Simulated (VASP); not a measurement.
**InSb: relaxation of cell and atoms with r2SCAN**

Crystal: InSb.

```xyz
2
Lattice="0.0000 3.2787 3.2787 3.2787 0.0000 3.2787 3.2787 3.2787 0.0000" Properties=species:S:1:pos:R:3 pbc="T T T"
In    0.0000    0.0000    0.0000
Sb    4.9181    4.9181    4.9181
```

- Program: VASP 6.6.1
- Task: relaxation of cell and atoms
- Functional: r2SCAN
- Potentials or basis: VASP PAW PBE potentials, release 64 (In_d, Sb)
- Cutoff: 600 eV
- k mesh: 14 × 14 × 14
- Occupations: fermi-dirac, width 0.15 eV
- Spin: no spin polarisation
- Dipole correction: no
- Further INCAR settings: ALGO = Normal; EDIFF = 1e-06; IBRION = 2; EDIFFG = -0.001; NSW = 80; ISIF = 3

```yaml
Pressure_after_relaxing: 0.0 GPa
Band_gap_on_the_k_mesh: 0.02 eV
```

Final structure:
```xyz
2
Lattice="0.0000 3.2787 3.2787 3.2787 0.0000 3.2787 3.2787 3.2787 0.0000" Properties=species:S:1:pos:R:3 pbc="T T T"
In    0.0000    0.0000    0.0000
Sb    4.9181    4.9181    4.9181
```

Levels at points of the mesh, in eV from the valence-band top:
```tsv
k point	band 5	band 6	band 7	band 8	band 9	band 10	band 11	band 12	band 13
(0.00, 0.00, 0.00)	-14.93	-10.89	0.00	0.00	0.00	0.02	3.22	3.22	3.22
(0.50, 0.00, 0.00)	-14.93	-9.53	-5.60	-0.99	-0.99	0.77	4.10	4.10	6.48
(0.50, 0.50, 0.00)	-14.92	-8.93	-5.91	-2.24	-2.24	1.57	1.63	8.52	8.52
```

It took 5.4 min on 1 thread of Intel(R) Xeon(R) Platinum 8259CL CPU @ 2.50GHz (Skylake/Cascade Lake) (shared host), peak memory 0.36 GiB.

Caveat: the relaxation stopped at its first step, so nothing moved; semilocal functionals underestimate gaps, and a narrow one can read as zero; the PAW data sets were made with another functional, which shifts forces and pressure a little; spin-orbit coupling is left out, which moves the levels of the heavy elements.
